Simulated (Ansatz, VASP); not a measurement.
# BN: VASP beside Ansatz

File INCAR:

```
SYSTEM = BN
ALGO = Normal ; EDIFF = 1E-6
ENCUT = 520 ; GGA = PE
ISIF = 2 ; ISMEAR = 0
LASPH = .TRUE. ; LCHARG = .TRUE.
LELF = .TRUE. ; LREAL = .FALSE.
LVHAR = .TRUE. ; LWAVE = .FALSE.
NBANDS = 26 ; NELM = 100
PREC = Accurate ; SIGMA = 0.05
```

Contents of KPOINTS:

```
k-points
0
G
  10 6 4
  0 0 0
```

The input POSCAR:

```
BN
1.0
    2.5116193520      0.0000000000      0.0000000000
    0.0000000000      4.3502523269      0.0000000000
    0.0000000000      0.0000000000      8.4203711562
B N
4 4
Direct
    0.0000000000      0.3333333333      0.2500000000
    0.5000000000      0.8333333333      0.2500000000
    0.5000000000      0.1666666667      0.7500000000
    1.0000000000      0.6666666667      0.7500000000
    0.0000000000      0.3333333333      0.7500000000
    0.5000000000      0.8333333333      0.7500000000
    0.5000000000      0.1666666667      0.2500000000
    1.0000000000      0.6666666667      0.2500000000
```

Input for Ansatz:

```yaml
crystal:
  lattice:
    - [2.511619352, 0.0, 0.0]
    - [0.0, 4.3502523269, 0.0]
    - [0.0, 0.0, 8.4203711562]
  atoms:
    - { symbol: B, position: [0.0, 0.3333333333, 0.25] }
    - { symbol: B, position: [0.5, 0.8333333333, 0.25] }
    - { symbol: B, position: [0.5, 0.1666666667, 0.75] }
    - { symbol: B, position: [1.0, 0.6666666667, 0.75] }
    - { symbol: "N", position: [0.0, 0.3333333333, 0.75] }
    - { symbol: "N", position: [0.5, 0.8333333333, 0.75] }
    - { symbol: "N", position: [0.5, 0.1666666667, 0.25] }
    - { symbol: "N", position: [1.0, 0.6666666667, 0.25] }
basis:
  ecutwfc: 520.0
kpoints:
  mp_grid: { grid: [10, 6, 4] }
hamiltonian:
  xc: pbe
  pseudopotentials: { kind: paw, azcp: { folder: soft_1 } }
scf:
  occupations: { method: gaussian, width: 0.05 }
output:
  forces: true
  stress: true
  eigenvalues: true
```

Alike in both runs: task single point; functional PBE; k mesh 10 × 6 × 4; occupations gaussian, width 0.05 eV; no spin polarisation.

```csv
,VASP,Ansatz
version,VASP 6.6.1,Ansatz 0.2.0
potentials or method,"VASP PAW PBE potentials, release 64 (B, N), cutoff 520 eV","scalar-relativistic, plane waves, PAW"
valence electrons in the cell,32,32
```

```csv
,VASP,Ansatz,Ansatz less VASP
gap on the k mesh at the Fermi level (eV),4.39,4.39,+0.003
least direct gap on the mesh (eV),4.69,4.69,-0.001
pressure (GPa),0.2,0.0,-0.18
"traceless stress, the component that is largest in VASP (GPa)",-0.26,0.03,+0.293
```
